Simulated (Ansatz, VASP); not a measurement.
## One calculation of NaF, two programs

```xyz
2
Lattice="0.0000 2.6674 2.5313 2.6674 0.0000 2.5313 2.6674 2.6674 0.0000" Properties=species:S:1:pos:R:3 pbc="T T T"
Na    0.0000    0.0000    0.0000
F     1.3337    1.3337    1.2656
```

Change from the starting cell: biaxial_xy strain +5.4%.

Alike in both runs: task single point; functional r2SCAN; k mesh 8 × 8 × 8; no spin polarisation.

|  | VASP | Ansatz |
| --- | --- | --- |
| version | VASP 6.6.1 | Ansatz 0.2.0 |
| potentials or method | VASP PAW PBE potentials, release 64 (Na_pv, F) | plane waves, PAW |
| plane-wave cutoff (eV) | 520 | 500 |
| occupations | gaussian, width 0.01 eV | fixed |
| valence electrons in the cell | 14 | 16 |

Ansatz gave:

* gap on the k mesh at the Fermi level (eV): 5.91
* pressure (GPa): -3.1
* traceless stress, the component that is largest in VASP (GPa): 0.26

Which values does VASP return?

gap on the k mesh at the Fermi level (eV): 5.92; pressure (GPa): -3.4; traceless stress, the component that is largest in VASP (GPa): 0.27.

VASP's potentials were made for PBE, not for r2SCAN. VASP's potentials hold 14 valence electrons a cell and Ansatz's 16, so a difference there can come from the potentials and not from the codes.
